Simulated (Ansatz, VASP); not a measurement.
**HfB2 in VASP and in Ansatz**

The input INCAR:

```
ALGO     = Normal         # electronic algorithm
EDIFF    = 1E-7           # SCF threshold, eV
EDIFFG   = -0.01          # ionic threshold
ENCUT    = 600            # plane-wave cutoff, eV
GGA      = PS             # functional
IBRION   = 2              # ionic algorithm
ISIF     = 3              # what is computed and relaxed
ISMEAR   = 0              # smearing method
IVDW     = 13             # dispersion correction
LASPH    = True           # aspherical terms in the spheres
LCHARG   = False          # write CHGCAR
LREAL    = False          # projectors in reciprocal space
LWAVE    = False          # write WAVECAR
NELM     = 100            # most SCF steps
NSW      = 60             # ionic steps
PREC     = Accurate       # precision mode
SIGMA    = 0.1            # smearing width, eV
```

Contents of KPOINTS:

```
k-points
0
Gamma
  10 10 8
```

POSCAR

```
HfB2
1.0
    3.1400000000      0.0000000000      0.0000000000
   -1.5700000000      2.7193197679      0.0000000000
    0.0000000000      0.0000000000      3.4800000000
Hf B
1 2
Direct
    0.0132700000      0.0072640000      0.0106540000
    0.6844150000      0.3654370000      0.5039440000
    0.3418620000      0.6743430000      0.5051640000
```

input.yaml

```yaml
crystal:
  lattice:
    - [3.14, 0.0, 0.0]
    - [-1.57, 2.7193197679, 0.0]
    - [0.0, 0.0, 3.48]
  atoms:
    - { symbol: Hf, position: [0.01327, 0.007264, 0.010654] }
    - { symbol: B, position: [0.684415, 0.365437, 0.503944] }
    - { symbol: B, position: [0.341862, 0.674343, 0.505164] }
hamiltonian:
  xc: pbesol
  pseudopotentials: { kind: paw }
  dispersion: d4
kpoints:
  mp_grid: { grid: [10, 10, 8] }
scf:
  occupations: { method: gaussian, width: 0.1 }
output:
  forces: true
  stress: true
relax:
  f_tol: 0.01
  max_steps: 40
  cell: { stress_tol: 0.05 }
```

Change from the starting cell: atoms moved at random, drawn with an rms of 0.05 Å.

Alike in both runs: task relaxation of cell and atoms; functional PBEsol; dispersion D4; k mesh 10 × 10 × 8; occupations gaussian, width 0.1 eV; no spin polarisation.

|  | VASP | Ansatz |
| --- | --- | --- |
| version | VASP 6.6.1 | Ansatz 0.2.0 |
| potentials or method | VASP PAW PBE potentials, release 64 (Hf_pv, B) | Ansatz PAW |
| plane-wave cutoff (eV) | 600 | 420 |
| valence electrons in the cell | 16 | 32 |

|  | VASP | Ansatz | Ansatz less VASP |
| --- | --- | --- | --- |
| relaxed volume (Å³/atom) | 9.61 | 9.61 | -0.003 |
| relaxed cell length with the largest relative difference (Å) | 3.429 | 3.427 | -0.0024 |

VASP's potentials were made for PBE, not for PBEsol. VASP's potentials hold 16 valence electrons a cell and Ansatz's 32, so a difference there can come from the potentials and not from the codes.

Neither program's run includes spin-orbit coupling. Noted on Ansatz's run: the plane-wave basis is chosen anew once the cell has moved, so the energies of steps on either side of that aren't comparable.
